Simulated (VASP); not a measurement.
Wanted: the native input for a VASP 6.6.1 run.

| Quantity | Value |
| --- | --- |
| Task | single point |
| Functional | PBE |
| Potentials or basis | VASP PAW PBE potentials, release 64 (Mg, Si, N) |
| Cutoff | 520 eV |
| k mesh | 16 × 16 × 8 |
| Occupations | gaussian, width 0.1 eV |
| Spin | no spin polarisation |
| Dipole correction | no |
| Further INCAR settings | ALGO = Normal; EDIFF = 1e-06; NBANDS = 12 |

The structure of MgSiN lies in POSCAR:

```
MgSiN
1.0
    2.7296021465      0.0000000000      0.0000000000
    0.0000000000      2.7296021465      0.0000000000
    0.0000000000      0.0000000000      6.0136096300
Mg Si N
1 1 1
Direct
    0.5000000000      0.5000000000      0.5000000000
    0.5000000000      0.5000000000      0.0000000000
    0.0000000000      0.0000000000      0.0000000000
```

One way to write it, as run:

INCAR

```
PREC = Accurate
ENCUT = 520
EDIFF = 1E-6
ISMEAR = 0
SIGMA = 0.1
LREAL = False
LASPH = True
NELM = 100
ALGO = Normal
ISIF = 2
LWAVE = False
LCHARG = False
GGA = PE
NBANDS = 12
```

KPOINTS

```
Automatic mesh
0
Gamma
  16 16 8
```

Potentials or basis: VASP PAW PBE potentials, release 64 (Mg, Si, N).

The run is started by

```console
$ cat potpaw_PBE.64/Mg/POTCAR potpaw_PBE.64/Si/POTCAR potpaw_PBE.64/N/POTCAR > POTCAR
$ mpirun -np 1 vasp_std > vasp.out
```

It gave:

```json
{
 "Pressure": "0.0 GPa"
}
```

Wall time 79 s on 1 thread of Intel(R) Xeon(R) Platinum 8488C (Sapphire Rapids), on a shared host, peak memory 0.26 GiB.
